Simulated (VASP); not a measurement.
Set up this calculation in VASP 6.6.1, as the native input.

| Item | Value |
| --- | --- |
| Task | single point |
| Functional | PBE |
| Potentials or basis | VASP PAW PBE potentials, release 64 (Pt) |
| Cutoff | 520 eV |
| k mesh | 12 × 12 × 12 |
| Occupations | gaussian, width 0.15 eV |
| Spin | no spin polarisation |
| Dipole correction | no |
| Further INCAR settings | ALGO = Normal; EDIFF = 1e-06; NBANDS = 11 |

The structure of Pt lies in POSCAR:

```
Pt
1.0
    0.0000000000      2.0668907952      1.7568571759
    2.0668907952      0.0000000000      1.7568571759
    2.0668907952      2.0668907952      0.0000000000
Pt
1
Direct
    0.0000000000      0.0000000000      0.0000000000
```

This cell differs from its parent crystal: ratio of the length along z to the lengths across it x 0.85, volume and fractional coordinates fixed.

One way to write it, as run:

INCAR

```
SYSTEM = Pt
PREC = Accurate ; ENCUT = 520
EDIFF = 1E-6 ; ISMEAR = 0
SIGMA = 0.15 ; LREAL = .False.
LASPH = .True. ; NELM = 80
ALGO = Normal ; ISIF = 2
LWAVE = .False. ; LCHARG = .False.
GGA = PE ; NBANDS = 11
```

KPOINTS

```
regular mesh
0
Gamma
  12 12 12
  0 0 0
```

Potentials or basis: VASP PAW PBE potentials, release 64 (Pt).

Command:

```sh
$ cat potpaw_PBE.64/Pt/POTCAR > POTCAR
$ mpirun -np 1 vasp_std > vasp.out
```

Results of the run:

```yaml
Pressure: 12.4 GPa
Band_gap_on_the_k_mesh: zero (band 5 reaches 12.30 eV, above the bottom of band 6 at 9.75 eV)
```

Caveat: spin-orbit coupling is left out, which moves the levels of the heavy elements.

It took 29 s on 1 thread of Intel Xeon 8259CL (shared host), peak memory 0.15 GiB.
